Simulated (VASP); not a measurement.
# HC12 in VASP: notebook, part 3 of 3

VASP 6.6.1. The steps go on from the part before.

## (4) Single point, LDA

Contents of INCAR:

```
SYSTEM = HC12
ALGO = Normal
DIPOL = 0.5 0.5 0.294
EDIFF = 1E-6
ENCUT = 520
IDIPOL = 3
ISIF = 2
ISMEAR = 0
LASPH = .TRUE.
LCHARG = .TRUE.
LDIPOL = .TRUE.
LELF = .TRUE.
LREAL = Auto
LVACPOTAV = .TRUE.
LVHAR = .TRUE.
LWAVE = .FALSE.
NBANDS = 68
NELM = 100
PREC = Accurate
SIGMA = 0.05
```

Contents of KPOINTS:

```
k-points
0
G
  6 4 1
  0 0 0
```

Contents of POSCAR:

```
HC12
1.0
    4.8892663280      0.0000000000      0.0000000000
   -2.4446331640      6.7739291692      0.0000000000
    0.0000000000      0.0000000000     22.7684096771
C H
24 2
Direct
    0.4020794403      0.3041588806      0.1756820110
    0.4020794403      0.8041588805      0.1756820110
    0.9020794403      0.3041588806      0.1756820110
    0.9020794403      0.8041588805      0.1756820110
    0.1630408159      0.3260816317      0.2059829668
    0.1630408159      0.8260816317      0.2059829668
    0.6630408159      0.3260816317      0.2059829668
    0.6630408159      0.8260816317      0.2059829668
    0.1846395683      0.3692791367      0.2666259491
    0.1846395683      0.8692791367      0.2666259491
    0.6846395683      0.3692791367      0.2666259491
    0.6846395683      0.8692791367      0.2666259491
    0.4461625696      0.3923265051      0.2960492075
    0.4461625696      0.8923265051      0.2960492075
    0.9461625696      0.3923265051      0.2960492075
    0.9461625696      0.8923265051      0.2960492075
    0.4715644646      0.4431294558      0.3591099590
    0.4715644646      0.9431294558      0.3591099590
    0.9715644646      0.4431294558      0.3591099590
    0.9715644646      0.9431294558      0.3591099590
    0.2327030006      0.4654044969      0.3851129614
    0.2327030006      0.9654044969      0.3851129614
    0.7327030006      0.4654044969      0.3851129614
    0.7327030006      0.9654044969      0.3851129614
    0.2327030006      0.7814163725      0.4470408703
    0.2327030006      1.1493926212      0.4470408703
```

Potentials or basis: VASP PAW LDA potentials, release 64 (C, H).

Launch:

```console
> cat potpaw_LDA.64/C/POTCAR potpaw_LDA.64/H/POTCAR > POTCAR
> mpirun -np 1 vasp_std > vasp.out
```

OUTCAR:

```text
SYSTEM = HC12
   EDIFF = 1E-6
   ENCUT = 520
   ISIF = 2
   ISMEAR = 0
   LASPH = .TRUE.
   LREAL = Auto
   NELM = 100
   PREC = Accurate

 ion  position               nearest neighbor table
   1  0.402  0.304  0.176-   5 1.41   7 1.41
   2  0.402  0.804  0.176-   8 1.41   6 1.41
   3  0.902  0.304  0.176-   7 1.41   5 1.41
   4  0.902  0.804  0.176-   6 1.41   8 1.41
   5  0.163  0.326  0.206-   1 1.41   3 1.41   9 1.41
   6  0.163  0.826  0.206-   4 1.41   2 1.41  10 1.41
   7  0.663  0.326  0.206-   3 1.41   1 1.41  11 1.41
   8  0.663  0.826  0.206-   2 1.41   4 1.41  12 1.41
   9  0.185  0.369  0.267-  13 1.40  15 1.40   5 1.41
  10  0.185  0.869  0.267-  14 1.40  16 1.40   6 1.41
[... 8 lines left out ...]
  19  0.972  0.443  0.359-  23 1.37  21 1.37  15 1.48
  20  0.972  0.943  0.359-  24 1.37  22 1.37  16 1.48
  21  0.233  0.465  0.385-  17 1.37  19 1.37
  22  0.233  0.965  0.385-  18 1.37  20 1.37
  23  0.733  0.465  0.385-  19 1.37  17 1.37
  24  0.733  0.965  0.385-  20 1.37  18 1.37
  25  0.233  0.781  0.447-
  26  0.233  0.149  0.447-

  LATTYP: Found a base centered orthorhombic cell.
 ALAT       =     4.8892663280
 B/A-ratio  =     2.7709389159
 C/A-ratio  =     4.6568151845

  Lattice vectors:

 A1 = (   2.4446331640,  -6.7739291692,   0.0000000000)
 A2 = (   2.4446331640,   6.7739291692,   0.0000000000)
 A3 = (   0.0000000000,   0.0000000000,  22.7684096771)

Analysis of symmetry for initial positions (statically):
=====================================================================
 Subroutine PRICEL returns:
 Original cell was already a primitive cell.

 Routine SETGRP: Setting up the symmetry group for a
 base centered orthorhombic supercell.

 Subroutine GETGRP returns: Found  1 space group operations
 (whereof  1 operations were pure point group operations)
 out of a pool of  8 trial point group operations.

The static configuration has the point symmetry C_1 .

Analysis of symmetry for dynamics (positions and initial velocities):
=====================================================================
 Subroutine PRICEL returns:
 Original cell was already a primitive cell.

 Routine SETGRP: Setting up the symmetry group for a
 base centered orthorhombic supercell.

 Subroutine GETGRP returns: Found  1 space group operations
 (whereof  1 operations were pure point group operations)
 out of a pool of  8 trial point group operations.

The dynamic configuration has the point symmetry C_1 .

 Subroutine INISYM returns: Found  1 space group operations
 (whereof  1 operations are pure point group operations),
 and found     1 'primitive' translations

----------------------------------------------------------------------------------------

                                     Primitive cell

  volume of cell :     754.0793

  direct lattice vectors                    reciprocal lattice vectors
     4.889266328  0.000000000  0.000000000     0.204529664  0.073812405  0.000000000
    -2.444633164  6.773929169  0.000000000     0.000000000  0.147624809  0.000000000
     0.000000000  0.000000000 22.768409677     0.000000000  0.000000000  0.043920503

  length of vectors
     4.889266328  7.201551756 22.768409677     0.217441152  0.147624809  0.043920503

[... 120 lines left out ...]
  0.500000  0.500000  0.000000      1.000000
   k-points           NKPTS =     14   k-points in BZ     NKDIM =     14   number of bands    NBANDS=     68
   number of dos      NEDOS =    301   number of ions     NIONS =     26
   total plane-waves  NPLWV = 349920
   dimension x,y,z NGX =    36 NGY =   54 NGZ =  180
   dimension x,y,z NGXF=    72 NGYF=  108 NGZF=  360
   ions per type =              24   2
   NGX,Y,Z   is equivalent  to a cutoff of  12.24, 12.47, 13.14 a.u.
   NGXF,Y,Z  is equivalent  to a cutoff of  24.48, 24.93, 26.29 a.u.
 SYSTEM =  HC12
   PREC   = accura    normal or accurate (medium, high low for compatibility)
   ISTART =      0    job   : 0-new  1-cont  2-samecut
   ICHARG =      2    charge: 1-file 2-atom 10-const
   ISPIN  =      1    spin polarized calculation?
   LNONCOLLINEAR =      F non collinear calculations
   LSORBIT =      F    spin-orbit coupling
   LASPH  =      T    aspherical Exc in radial PAW
   ENCUT  =  520.0 eV  38.22 Ry    6.18 a.u.   9.09 13.39 42.33*2*pi/ulx,y,z
   NELM   =    100;   NELMIN=  2; NELMDL= -5     # of ELM steps
   EDIFF  = 0.1E-05   stopping-criterion for ELM
   LREAL  =      T    real-space projection
   EDIFFG = 0.1E-04   stopping-criterion for IOM
   NSW    =      0    number of steps for IOM
   IBRION =     -1    ionic relax: 0-MD 1-quasi-New 2-CG
   NFREE  =      0    steps in history (QN), initial steepest desc. (CG)
   ISIF   =      2    stress and relaxation
   ISYM   =      2    0-nonsym 1-usesym 2-fastsym
   POTIM  = 0.5000    time-step for ionic-motion
   TEBEG  =    0.0;   TEEND  =   0.0 temperature during run
   PSTRESS=    0.0 pullay stress
   NELECT =      98.0000    total number of electrons
   NUPDOWN=      -1.0000    fix difference up-down
   EMIN   =  10.00;   EMAX   =-10.00  energy-range for DOS
   EFERMI =   0.00;   METHOD = LEGACY
   ISMEAR =     0;   SIGMA  =   0.05  broadening in eV -4-tet -1-fermi 0-gaus
   EFERMI_NEDOS =   21; number of points for ismear=-14 and -15
   IALGO  =     38    algorithm
   IMIX   =      4    mixing-type and parameters
     AMIX     =   0.40;   BMIX     =  1.00
     AMIX_MAG =   1.60;   BMIX_MAG =  1.00
  volume/ion in A,a.u.               =      29.00       195.72
  Fermi-wavevector in a.u.,A,eV,Ry     =   0.829235  1.567028  9.355793  0.687631
  Thomas-Fermi vector in A             =   1.941748
   LORBIT       =      0    0 simple, 1 ext, 2 COOP (PROOUT), +10 PAW based schemes
   GGA     = CA    functional components
   LHFCALC =     F    Hartree Fock is set to
   AEXX    =    0.0000 exact exchange contribution
   IVDW    =     0    specifies the selected vdW correction
   LEPSILON=     F    determine dielectric tensor
   LRPA    =     F    only Hartree local field effects (RPA)
 non-spin polarized calculation
 Gauss-broadening in eV      SIGMA  =   0.05
  energy-cutoff  :      520.00
  volume of cell :      754.08
 maximum number of plane-waves:     20327
   NGX = 19   NGY = 27   NGZ = 85

 dipolmoment           0.000000      0.000000      0.130746 electrons x Angstroem

 number of electron      98.0000001 magnetization

 dipolmoment           0.000000      0.000000     -0.176521 electrons x Angstroem

 Free energy of the ion-electron system (eV)
  ---------------------------------------------------
  ext. energy  EPLUGINS =         0.00000000
  ---------------------------------------------------
  free energy    TOTEN  =      -219.89225791 eV

  energy without entropy =     -219.87034600  energy(sigma->0) =     -219.88130195

 E-fermi :  -3.4858     XC(G=0):  -3.9237

 val. band max:       -3.4984856422   @ k =   0.3333   0.5000   0.0000
 cond. band min:      -3.4798658289   @ k =   0.5000   0.5000   0.0000
 fundamental gap:      0.0186198133
 Fermi energy:        -3.4858404967

 k-point     1 :       0.0000    0.0000    0.0000
  band No.  band energies     occupation
      1     -22.3170      2.00000
      2     -21.9869      2.00000
      3     -20.6053      2.00000
      4     -20.3369      2.00000
      5     -18.1342      2.00000
      6     -17.9578      2.00000
[... 885 lines left out ...]
     60       2.0097      0.00000
     61       2.3436      0.00000
 [bands above 61 left out]

------------------------ aborting loop because EDIFF is reached ----------------------------------------

  FORCE on cell =-STRESS in cart. coord.  units (eV):
  Direction    XX          YY          ZZ          XY          YZ          ZX
  --------------------------------------------------------------------------------------
  -------------------------------------------------------------------------------------
  Total        3.7418114     -7.0471080     -2.2371816      2.6087090     -0.3275432      0.0914479
  in kB        7.9501520    -14.9728497     -4.7532950      5.5426720     -0.6959244      0.1942975
  external PRESSURE =      -3.9253309 kB  Pullay stress =       0.0000000 kB

 VOLUME and BASIS-vectors are now :
 -----------------------------------------------------------------------------
  energy-cutoff  :      520.00
  volume of cell :      754.08
      direct lattice vectors                 reciprocal lattice vectors
     4.889266328  0.000000000  0.000000000     0.204529664  0.073812405  0.000000000
    -2.444633164  6.773929169  0.000000000     0.000000000  0.147624809  0.000000000
     0.000000000  0.000000000 22.768409677     0.000000000  0.000000000  0.043920503

 POSITION                                       TOTAL-FORCE (eV/Angst)
 -----------------------------------------------------------------------------------
      1.22232      2.06035      4.00000         0.063761      0.310820      1.910947
      0.00000      5.44732      4.00000         0.245841      0.327902      2.093147
      3.66695      2.06035      4.00000        -0.071805      0.379687      1.897977
      2.44463      5.44732      4.00000        -0.252362      0.444261      2.097273
      0.00000      2.20885      4.68990        -0.013598     -0.771286     -3.595701
     -1.22232      5.59582      4.68990        -0.007793     -0.839362     -3.879191
[... 18 lines left out ...]
     -0.77253      5.29326     10.17841        -0.588266      0.830051     -1.690862
      0.77254      1.01198     10.17841         0.749357     -1.716528     -2.134018
 -----------------------------------------------------------------------------------
    total drift:                               -0.010086      0.010910      0.023427

  FREE ENERGIE OF THE ION-ELECTRON SYSTEM (eV)
  ---------------------------------------------------
  free  energy   TOTEN  =      -219.8922579063 eV

  energy  without entropy=     -219.8703460001  energy(sigma->0) =     -219.88130195

 vacuum level on the upper side and lower side of the slab         2.558         3.522
```

Run time: 30 min. Hardware: 1 thread of Intel Xeon Platinum 8488C (Sapphire Rapids), shared host; peak memory 0.8 GiB.

What came out:

* Free energy: -219.8923 eV
* Largest force: 5.328 eV/Å
* Band gap on the k mesh: zero (bands 49 and 50 overlap by 0.02 eV)

Forces in eV/Å, atoms in the order of the input:
```
C    0.064  0.311  1.911
C    0.246  0.328  2.093
C   -0.072  0.380  1.898
C   -0.252  0.444  2.097
C   -0.014 -0.771 -3.596
C   -0.008 -0.839 -3.879
C    0.036 -0.722 -3.389
C    0.016 -0.672 -3.251
C   -0.057  0.372  1.497
C   -0.057  0.359  1.400
C    0.056  0.364  1.414
C    0.050  0.290  1.195
C    0.090  0.098  0.218
C    0.324  0.359  0.645
C   -0.081  0.020  0.174
C   -0.317 -0.024  0.669
C    0.140  0.047 -0.448
C    1.517  0.194 -1.408
C   -0.063 -0.203 -0.565
C   -1.453 -0.543 -1.298
C   -0.223  0.415  1.056
C   -0.339  0.466  5.297
C    0.090  0.118  0.226
C    0.146  0.095 -0.131
H   -0.588  0.830 -1.691
H    0.749 -1.717 -2.134
```

## (5) The runs side by side

| cell | gap on the mesh (eV) | largest force (eV/Å) |
| --- | --- | --- |
| as given, atomic positions A | none | 4.23 |
| as given, atomic positions B | none | 4.43 |
| as given, atomic positions C | none | 5.33 |

Alike in all rows: task single point; level LDA; potentials or basis VASP PAW LDA potentials, release 64 (C, H); no spin polarisation; k mesh 6 × 4 × 1; cutoff (eV) 520; smearing gaussian 0.05 eV.

Total energies depend on the potentials used, so only differences within one code and one set of settings carry meaning.
